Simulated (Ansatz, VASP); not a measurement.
Two plane-wave programs on Al2Cu

Contents of INCAR:

```
SYSTEM = Al2Cu
PREC = Accurate
ENCUT = 600
EDIFF = 1E-7
ISMEAR = 0
SIGMA = 0.1
LREAL = .False.
LASPH = .True.
NELM = 80
ALGO = Fast
ISIF = 3
LWAVE = .False.
LCHARG = .False.
GGA = PE
IVDW = 12
IBRION = 2
NSW = 100
EDIFFG = -0.002
```

The input KPOINTS:

```
regular mesh
0
Gamma
  10 10 14
  0 0 0
```

The input POSCAR:

```
Al2Cu
1.0
    4.1051820000      0.0000000000      0.0000000000
    0.0000000000      4.1051820000      0.0000000000
    0.0000000000      0.0000000000      2.8913130000
Al Cu
2 1
Direct
    0.5000000000      0.0000000000      0.5000000000
    0.0000000000      0.5000000000      0.5000000000
    0.0000000000      0.0000000000      0.0000000000
```

Input for Ansatz:

```yaml
crystal:
  lattice:
    - [4.105182, 0.0, 0.0]
    - [0.0, 4.105182, 0.0]
    - [0.0, 0.0, 2.891313]
  atoms:
    - { symbol: Al, position: [0.5, 0.0, 0.5] }
    - { symbol: Al, position: [0.0, 0.5, 0.5] }
    - { symbol: Cu, position: [0.0, 0.0, 0.0] }
basis:
  ecutwfc: 420
kpoints:
  mp_grid: { grid: [10, 10, 14] }
hamiltonian:
  xc: pbe
  dispersion: d3bj
  pseudopotentials: { kind: paw, azcp: { folder: soft_1 } }
scf:
  occupations: { method: gaussian, width: 0.1 }
output:
  forces: true
  stress: true
  eigenvalues: true
relax:
  adjacent_minimum: "off"
  f_tol: 0.002
  max_steps: 80
  cell: { stress_tol: 0.02 }
```

Alike in both runs: task relaxation of cell and atoms; functional PBE; dispersion D3(BJ); k mesh 10 × 10 × 14; occupations gaussian, width 0.1 eV; no spin polarisation.

|  | VASP | Ansatz |
| --- | --- | --- |
| version | VASP 6.6.1 | Ansatz 0.2.0 |
| potentials or method | VASP PAW PBE potentials, release 64 (Al, Cu), cutoff 600 eV | scalar-relativistic, plane waves, PAW |
| valence electrons in the cell | 17 | 25 |

```tsv
	VASP	Ansatz	Ansatz less VASP
gap on the k mesh at the Fermi level, each at its own relaxed structure (eV)	none	none	-
relaxed volume (Å³/atom)	15.70	15.67	-0.034
relaxed cell length with the largest relative difference (Å)	2.852	2.850	-0.0026
```

A gap of «none» marks a metal or a gap that the smearing closes. VASP's potentials hold 17 valence electrons a cell and Ansatz's 25, so a difference there can come from the potentials and not from the codes.
